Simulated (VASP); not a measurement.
# SnSe: single point with PBE+D3(BJ)

SnSe:

```
Sn Se
1.0
    11.04419    0.00000    0.00000
     0.00000    4.06033    0.00000
     0.00000    0.00000    4.11877
Sn Se
4 4
Cartesian
  1.2847 1.0151 0.0779
  4.2374 3.0452 2.1373
  6.8068 1.0151 1.9815
  9.7595 3.0452 4.0409
  3.9864 1.0151 0.0245
  1.5357 3.0452 2.0839
  9.5085 1.0151 2.0349
  7.0578 3.0452 4.0943
```

This cell differs from its parent crystal: volume scaled by 0.88, then relaxed in part.

- Program: VASP 6.6.1
- Task: single point
- Functional: PBE
- Dispersion: D3(BJ)
- Potentials or basis: VASP PAW PBE potentials, release 64 (Sn_d, Se)
- Cutoff: 520 eV
- k mesh: 4 × 8 × 8
- Occupations: gaussian, width 0.02 eV
- Spin: no spin polarisation
- Dipole correction: no
- Further INCAR settings: ALGO = Normal; EDIFF = 1e-06; NBANDS = 50

| Property | Result |
| --- | --- |
| Pressure | 6.5 GPa |
| Largest force | 0.017 eV/Å |
| Band gap on the k mesh | zero (band 40 reaches 7.36 eV, above the bottom of band 41 at 7.30 eV) |
| Dispersion energy per atom | -0.419 eV |

Forces in eV/Å, atoms in the order of the input:
```
Sn  -0.017  0.000 -0.002
Sn   0.017  0.000 -0.002
Sn  -0.017  0.000  0.002
Sn   0.017  0.000  0.002
Se   0.016  0.000 -0.001
Se  -0.016  0.000 -0.001
Se   0.016  0.000  0.001
Se  -0.016  0.000  0.001
```

Stress tensor (GPa, compression positive):
```
6.56 0.00 0.00
0.00 6.46 0.00
0.00 0.00 6.43
```

Levels at points of the mesh, in eV from the Fermi level:
```
           k point  band 37  band 38  band 39  band 40  band 41  band 42  band 43  band 44
(0.00, 0.00, 0.00)    -2.03    -1.71    -1.01    -0.85    -0.03     3.11     3.35     3.45
(0.50, 0.00, 0.00)    -2.42    -2.42    -0.89    -0.89     2.57     2.57     2.81     2.81
(0.00, 0.50, 0.00)    -1.31    -1.31    -0.32    -0.32     0.51     0.51     1.14     1.14
(0.50, 0.50, 0.00)    -0.86    -0.86    -0.86    -0.86     1.38     1.38     1.38     1.38
(0.00, 0.00, 0.50)    -0.92    -0.92    -0.40    -0.40     0.62     0.62     1.15     1.15
(0.50, 0.00, 0.50)    -0.54    -0.54    -0.17    -0.17     0.71     0.71     0.88     0.88
(0.00, 0.50, 0.50)    -2.54    -2.54    -2.32    -2.32     2.66     2.66     2.78     2.78
(0.50, 0.50, 0.50)    -1.94    -1.94    -1.94    -1.94     2.08     2.08     2.08     2.08
```

It took 9.8 min on 1 thread of Intel(R) Xeon(R) Platinum 8559C (Emerald Rapids), on a shared host, peak memory 0.62 GiB.

Caveat: spin-orbit coupling is left out, which moves the levels of the heavy elements; pairwise dispersion overbinds metals, which lowers pressure and volume.
